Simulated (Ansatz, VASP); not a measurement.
# WSe2 in VASP and in Ansatz

```
CELL_PARAMETERS angstrom
3.33329 0.00000 0.00000
-1.66665 2.88672 0.00000
0.00000 0.00000 13.14068
ATOMIC_POSITIONS crystal
W 0.33333 0.66667 0.25000
W 0.66667 0.33333 0.75000
Se 0.33333 0.66667 0.62100
Se 0.66667 0.33333 0.12100
Se 0.33333 0.66667 0.87900
Se 0.66667 0.33333 0.37900
```

Change from the starting cell: volume scaled by 1.04.

Alike in both runs: task single point; functional PBEsol; k mesh 11 × 11 × 3; occupations fermi-dirac, width 0.08 eV; no spin polarisation.

|  | VASP | Ansatz |
| --- | --- | --- |
| version | VASP 6.6.1 | Ansatz 0.2.0 |
| potentials or method | VASP PAW PBE potentials, release 64 (W_sv, Se), cutoff 520 eV | all-electron LAPW, scalar-relativistic |

```csv
,VASP,Ansatz,Ansatz less VASP
pressure (GPa),-5.9,-6.2,-0.28
"traceless stress, the component that is largest in VASP (GPa)",0.17,0.09,-0.081
rms of the force components (eV/Å),0.322,0.344,+0.0213
```

VASP's potentials were made for PBE, not for PBEsol. Atom by atom the forces differ by 0.021 eV/Å (rms over components). Ansatz ran all-electron here, and VASP with PAW potentials.

Spin-orbit coupling is off throughout.
